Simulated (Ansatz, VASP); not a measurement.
## WAu in VASP and in Ansatz

```
W Au
1.0
     0.00000    2.74798    2.74798
     2.74798    0.00000    2.74798
     2.74798    2.74798    0.00000
W Au
1 1
Direct
  0.00000 0.00000 0.00000
  0.75000 0.75000 0.75000
```

Alike in both runs: task relaxation of cell and atoms; functional RPBE; k mesh 8 × 8 × 8; occupations fermi-dirac, width 0.05 eV; no spin polarisation.

|  | VASP | Ansatz |
| --- | --- | --- |
| version | VASP 6.6.1 | Ansatz 0.2.0 |
| potentials or method | VASP PAW PBE potentials, release 64 (W_sv, Au) | Ansatz PAW |
| plane-wave cutoff (eV) | 600 | 420 |
| valence electrons in the cell | 25 | 33 |

|  | VASP | Ansatz | Ansatz less VASP |
| --- | --- | --- | --- |
| gap on the k mesh at the Fermi level, each at its own relaxed structure (eV) | none | none | - |
| relaxed volume (Å³/atom) | 25.11 | 25.09 | -0.015 |
| relaxed cell length with the largest relative difference (Å) | 4.141 | 4.140 | -0.0008 |

VASP's potentials were made for PBE, not for RPBE. A gap of «none» marks a metal or a gap that the smearing closes. VASP's potentials hold 25 valence electrons a cell and Ansatz's 33, so a difference there can come from the potentials and not from the codes.

Spin-orbit coupling is off throughout. Noted on VASP's run: the volume moved by over 15 % at a fixed basis, so the end points are rough. Noted on Ansatz's run: the volume moved by over 15 % at a fixed basis, so the end points are rough; the plane-wave basis is chosen anew once the cell has moved, so the energies of steps on either side of that aren't comparable.
